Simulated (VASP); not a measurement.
# TiC (I4/mmm) in VASP: further runs, part 2 of 2

VASP 6.6.1. The steps go on from the part before.

## 3. Electric field gradients, PBEsol (equal xx and yy strain of +1 %)

Input file INCAR:

```
SYSTEM = TiC
ALGO = Normal ; EDIFF = 1E-8
ENCUT = 520 ; GGA = PS
ISIF = 2 ; ISMEAR = -1
LASPH = .True. ; LCHARG = .False.
LEFG = .True. ; LREAL = .False.
LWAVE = .False. ; NBANDS = 15
NELM = 60 ; PREC = Accurate
SIGMA = 0.03
```

Input file KPOINTS:

```
k-points
0
Gamma
  16 16 16
  0 0 0
```

Input file POSCAR:

```
TiC
1.0
    0.0000000000      2.1856400000      2.1640000000
    2.1856400000      0.0000000000      2.1640000000
    2.1856400000      2.1856400000      0.0000000000
Ti C
1 1
Direct
    0.0000000000      0.0000000000      0.0000000000
    0.5000000000      0.5000000000      0.5000000000
```

Potentials or basis: VASP PAW PBE potentials, release 64 (Ti_sv, C).

Launch:

```
cat potpaw_PBE.64/Ti_sv/POTCAR potpaw_PBE.64/C/POTCAR > POTCAR
mpirun -np 1 vasp_std > vasp.out
```

OUTCAR:

```text
SYSTEM = TiC
   EDIFF = 1E-8
   ENCUT = 520
   GGA = PS
   ISIF = 2
   ISMEAR = -1
   LASPH = .True.
   LREAL = .False.
   NELM = 60
   PREC = Accurate

 ion  position               nearest neighbor table
   1  0.000  0.000  0.000-   2 2.16   2 2.16   2 2.19   2 2.19   2 2.19   2 2.19
   2  0.500  0.500  0.500-   1 2.16   1 2.16   1 2.19   1 2.19   1 2.19   1 2.19

  LATTYP: Found a body centered tetragonal cell.
 ALAT       =     3.0909617305
 C/A-ratio  =     1.4002114479

  Lattice vectors:

 A1 = (   0.0000000000,  -2.1856400000,  -2.1640000000)
 A2 = (   0.0000000000,   2.1856400000,  -2.1640000000)
 A3 = (   2.1856400000,   0.0000000000,   2.1640000000)

Analysis of symmetry for initial positions (statically):
=====================================================================
 Subroutine PRICEL returns:
 Original cell was already a primitive cell.

 Routine SETGRP: Setting up the symmetry group for a
 body centered tetragonal supercell.

 Subroutine GETGRP returns: Found 16 space group operations
 (whereof 16 operations were pure point group operations)
 out of a pool of 16 trial point group operations.

The static configuration has the point symmetry D_4h.

Analysis of symmetry for dynamics (positions and initial velocities):
=====================================================================
 Subroutine PRICEL returns:
 Original cell was already a primitive cell.

 Routine SETGRP: Setting up the symmetry group for a
 body centered tetragonal supercell.

 Subroutine GETGRP returns: Found 16 space group operations
 (whereof 16 operations were pure point group operations)
 out of a pool of 16 trial point group operations.
[... 577 lines left out ...]
      7       9.0626      1.35574
      8       9.0735      1.18799
      9       9.8403      0.00000
     10      10.4659      0.00000
     11      11.3423      0.00000
     12      11.9242      0.00000
     13      12.6999      0.00000
     14      19.7192      0.00000
     15      23.0293      0.00000

 [... further k-points ...]

------------------------ aborting loop because EDIFF is reached ----------------------------------------

  FORCE on cell =-STRESS in cart. coord.  units (eV):
  Direction    XX          YY          ZZ          XY          YZ          ZX
  --------------------------------------------------------------------------------------
  -------------------------------------------------------------------------------------
  Total       -1.4978181     -1.4978181     -1.0584575      0.0000000     -0.0000000      0.0000000
  in kB     -116.0713807   -116.0713807    -82.0237274      0.0000000     -0.0000000      0.0000000
  external PRESSURE =    -104.7221629 kB  Pullay stress =       0.0000000 kB

 VOLUME and BASIS-vectors are now :
 -----------------------------------------------------------------------------
  energy-cutoff  :      520.00
  volume of cell :       20.67
      direct lattice vectors                 reciprocal lattice vectors
     0.000000000  2.185640000  2.164000000    -0.228765945  0.228765945  0.231053604
     2.185640000  0.000000000  2.164000000     0.228765945 -0.228765945  0.231053604
     2.185640000  2.185640000  0.000000000     0.228765945  0.228765945 -0.231053604

 POSITION                                       TOTAL-FORCE (eV/Angst)
 -----------------------------------------------------------------------------------
      0.00000      0.00000      0.00000        -0.000000     -0.000000      0.000000
      2.18564      2.18564      2.16400         0.000000      0.000000     -0.000000
 -----------------------------------------------------------------------------------
    total drift:                                0.000000     -0.000000     -0.000000

  FREE ENERGIE OF THE ION-ELECTRON SYSTEM (eV)
  ---------------------------------------------------
  free  energy   TOTEN  =       -19.7712870574 eV

  energy  without entropy=      -19.7700270971  energy(sigma->0) =      -19.77065708

 Electric field gradients (V/A^2)
---------------------------------------------------------------------
 ion       V_xx      V_yy      V_zz      V_xy      V_xz      V_yz
---------------------------------------------------------------------
   1       3.866     3.866    -7.732    -0.000     0.000     0.000
   2       0.607     0.607    -1.215     0.000     0.000     0.000
---------------------------------------------------------------------

 Electric field gradients after diagonalization (V/A^2)
 (convention: |V_zz| > |V_xx| > |V_yy|)
----------------------------------------------------------------------
 ion       V_xx      V_yy      V_zz     asymmetry (V_yy - V_xx)/ V_zz
----------------------------------------------------------------------
   1       3.866     3.866    -7.732       0.000
   2       0.607     0.607    -1.215       0.000
----------------------------------------------------------------------

           NMR quadrupolar parameters

 Cq : quadrupolar parameter    Cq=e*Q*V_zz/h
 eta: asymmetry parameters     (V_yy - V_xx)/ V_zz
 Q  : nuclear electric quadrupole moment in mb (millibarn)
----------------------------------------------------------------------
 ion       Cq(MHz)       eta       Q (mb)
----------------------------------------------------------------------
   1      -0.019       0.000       1.000
   2      -0.003       0.000       1.000
----------------------------------------------------------------------
```

OSZICAR:

```text
N       E                     dE             d eps       ncg     rms          rms(c)
DAV:   1     0.116487546530E+03    0.11649E+03   -0.79721E+03 10491   0.127E+03
DAV:   2    -0.176786038965E+02   -0.13417E+03   -0.12584E+03 11086   0.332E+02
DAV:   3    -0.250039376571E+02   -0.73253E+01   -0.72026E+01 13838   0.763E+01
DAV:   4    -0.252399543033E+02   -0.23602E+00   -0.23580E+00 13018   0.126E+01
DAV:   5    -0.252452346658E+02   -0.52804E-02   -0.52789E-02 13796   0.167E+00    0.180E+01
DAV:   6    -0.204092826150E+02    0.48360E+01   -0.11354E+01 14921   0.558E+01    0.681E+00
DAV:   7    -0.198231918836E+02    0.58609E+00   -0.20585E+00 12381   0.202E+01    0.484E+00
DAV:   8    -0.197942072786E+02    0.28985E-01   -0.10824E-01 11998   0.337E+00    0.341E+00
DAV:   9    -0.197757071932E+02    0.18500E-01   -0.11153E-01 13459   0.457E+00    0.789E-01
DAV:  10    -0.197744668595E+02    0.12403E-02   -0.12576E-02 13993   0.139E+00    0.731E-01
DAV:  11    -0.197715440027E+02    0.29229E-02   -0.39638E-03 12137   0.893E-01    0.241E-01
DAV:  12    -0.197713066612E+02    0.23734E-03   -0.47237E-04 14476   0.308E-01    0.532E-02
DAV:  13    -0.197712871381E+02    0.19523E-04   -0.71756E-05 12276   0.842E-02    0.767E-03
DAV:  14    -0.197712873163E+02   -0.17822E-06   -0.29061E-06 11793   0.154E-02    0.364E-03
DAV:  15    -0.197712870480E+02    0.26829E-06   -0.47234E-07 12934   0.115E-02    0.278E-03
DAV:  16    -0.197712870574E+02   -0.93762E-08   -0.63071E-08 12255   0.300E-03
   1 F= -.19771287E+02 E0= -.19770657E+02  d E =-.125996E-02
```

It took 35 s on 1 thread of Intel Xeon 6975P-C (Granite Rapids), shared host; peak memory 0.22 GiB.

What came out:

```yaml
Free_energy: -19.7713 eV
Pressure: -10.5 GPa
Band_gap_on_the_k_mesh: zero (band 8 reaches 9.80 eV, above the bottom of band 9 at 8.63 eV)
```

Electric field gradients, principal values (V/Å²):
```
atom  least  middle  greatest (by size)
1 Ti  3.866   3.866              -7.732
 2 C  0.607   0.607              -1.215
```

Caveat: the cell differs from its parent crystal (equal xx and yy strain of +1 %); without QUAD_EFG the Cq values of the log hold for a quadrupole moment of 1 mb, not for the nuclei; the PAW data sets were made with another functional, which shifts forces and pressure a little.
